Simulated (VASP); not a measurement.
Input of a VASP 6.6.1 run:

File INCAR:

```
SYSTEM = Tl
PREC = Accurate
ENCUT = 520
EDIFF = 1E-6
ISMEAR = 0
SIGMA = 0.1
LREAL = .FALSE.
LASPH = .TRUE.
NELM = 100
ALGO = Normal
ISIF = 2
LWAVE = .FALSE.
LCHARG = .FALSE.
GGA = PE
IVDW = 12
NBANDS = 20
```

File KPOINTS:

```
regular mesh
0
G
  15 15 8
  0 0 0
```

Contents of POSCAR:

```
Tl
1.0
    3.5345601670      0.0000000000      0.0000000000
   -1.7672800835      3.0610188959      0.0000000000
    0.0000000000      0.0000000000      5.4733819209
Tl
2
Direct
    0.3333333333      0.6666666667      0.2500000000
    0.6666666667      0.3333333333      0.7500000000
```

Potentials or basis: VASP PAW PBE potentials, release 64 (Tl_d).

Launch:

```bash
$ cat potpaw_PBE.64/Tl_d/POTCAR > POTCAR
$ mpirun -np 1 vasp_std > vasp.out
```

**Question.** What does it give for the pressure?

**Answer.** -0.1 GPa.

**Question.** Estimate the band gap on the k mesh.

**Answer.** Zero (band 13 reaches 9.94 eV, above the bottom of band 14 at 4.13 eV).

**Question.** What does it give for the dispersion energy per atom?

**Answer.** -0.331 eV.

Caveat: spin-orbit coupling is left out, which moves the levels of the heavy elements; pairwise dispersion overbinds metals, which lowers pressure and volume.
